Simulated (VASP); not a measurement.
Write the native input for VASP 6.6.1 that does the following.

- Task: single point
- Functional: PBEsol
- Potentials or basis: VASP PAW PBE potentials, release 64 (Ir)
- Cutoff: 520 eV
- k mesh: 24 × 24 × 14
- Occupations: gaussian, width 0.15 eV
- Spin: no spin polarisation
- Dipole correction: no
- Further INCAR settings: ALGO = Fast; EDIFF = 1e-06; NBANDS = 16

The structure of Ir lies in POSCAR:

```
Ir
1.0
    2.7190554922      0.0000000000      0.0000000000
   -1.3595277461      2.3547711306      0.0883039174
    0.0000000000      0.1652974893      4.4079330487
Ir
2
Direct
    0.6666666667      0.3333333333      0.7500000000
    0.3333333333      0.6666666667      0.2500000000
```

This cell differs from its parent crystal: strain +0.0750 x Voigt [0, 0, 0, 1, 0, 0].

The input as run:

INCAR

```
PREC     = Accurate       # precision mode
ENCUT    = 520            # plane-wave cutoff, eV
EDIFF    = 1E-6           # SCF threshold, eV
ISMEAR   = 0              # smearing method
SIGMA    = 0.15           # smearing width, eV
LREAL    = False          # projectors in reciprocal space
LASPH    = True           # aspherical terms in the spheres
NELM     = 80             # most SCF steps
ALGO     = Fast           # electronic algorithm
ISIF     = 2              # what is computed and relaxed
LWAVE    = False          # write WAVECAR
LCHARG   = False          # write CHGCAR
GGA      = PS             # functional
NBANDS   = 16             # bands
```

KPOINTS

```
regular mesh
0
Gamma
  24 24 14
```

Potentials or basis: VASP PAW PBE potentials, release 64 (Ir).

Run with:

```bash
$ cat potpaw_PBE.64/Ir/POTCAR > POTCAR
$ mpirun -np 1 vasp_std > vasp.out
```

It gave:

The pressure is 2.7 GPa and the largest force is 0.131 eV/Å. The band gap on the k mesh is zero (bands 9 and 10 overlap by 3.41 eV).

Caveat: the cell differs from its parent crystal (strain +0.0750 x Voigt [0, 0, 0, 1, 0, 0]); the PAW data sets were made with another functional, which shifts forces and pressure a little; spin-orbit coupling is left out, which moves the levels of the heavy elements.

Wall time 9.2 min on 1 thread of AMD EPYC 9R45 96-Core Processor (Zen 5), on a shared host, peak memory 0.8 GiB.
